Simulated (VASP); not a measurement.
Wanted: the native input for a VASP 6.6.1 run.

| Item | Value |
| --- | --- |
| Task | single point |
| Functional | PBE |
| Potentials or basis | VASP PAW PBE potentials, release 64 (Si, C) |
| Cutoff | 520 eV |
| k mesh | 15 × 15 × 8 |
| Occupations | fermi-dirac, width 0.08 eV |
| Spin | no spin polarisation |
| Dipole correction | no |
| Further INCAR settings | ALGO = Normal; EDIFF = 1e-07; NBANDS = 16 |

The structure of SiC lies in POSCAR:

```
SiC
1.0
    3.0759982064      0.0000000000      0.0000000000
   -1.5379991032      2.6638925888      0.0000000000
    0.0000000000      0.0000000000      4.9975200000
Si C
2 2
Direct
    0.3333333333      0.6666666667      0.0000000000
    0.6666666667      0.3333333333      0.5000000000
    0.3333333333      0.6666666667      0.3850000000
    0.6666666667      0.3333333333      0.8850000000
```

This cell differs from its parent crystal: zz strain of -1 %.

One way to write it, as run:

INCAR

```
SYSTEM = SiC
PREC     = Accurate       ! precision mode
ENCUT    = 520            ! plane-wave cutoff, eV
EDIFF    = 1E-7           ! SCF threshold, eV
ISMEAR   = -1             ! smearing method
SIGMA    = 0.08           ! smearing width, eV
LREAL    = .False.        ! projectors in reciprocal space
LASPH    = .True.         ! aspherical terms in the spheres
NELM     = 60             ! most SCF steps
ALGO     = Normal         ! electronic algorithm
ISIF     = 2              ! what is computed and relaxed
LWAVE    = .False.        ! write WAVECAR
LCHARG   = .True.         ! write CHGCAR
GGA      = PE             ! functional
LELF     = .True.         ! ELF
LVHAR    = .True.       
NBANDS   = 16             ! bands
```

KPOINTS

```
regular mesh
0
Gamma
  15 15 8
  0 0 0
```

Potentials or basis: VASP PAW PBE potentials, release 64 (Si, C).

Launch:

```console
$ cat potpaw_PBE.64/Si/POTCAR potpaw_PBE.64/C/POTCAR > POTCAR
$ mpirun -np 1 vasp_std > vasp.out
```

Results of the run:

```json
{"Pressure": "5.7 GPa", "Largest force": "0.683 eV/Å", "Band gap on the k mesh": "2.29 eV (least direct gap 4.01 eV)"}
```

Caveat: the cell differs from its parent crystal (zz strain of -1 %); the cell stands under pressure.

Wall time 36 s on 1 thread of Intel(R) Xeon(R) Platinum 8488C (Sapphire Rapids), on a shared host, peak memory 0.2 GiB.
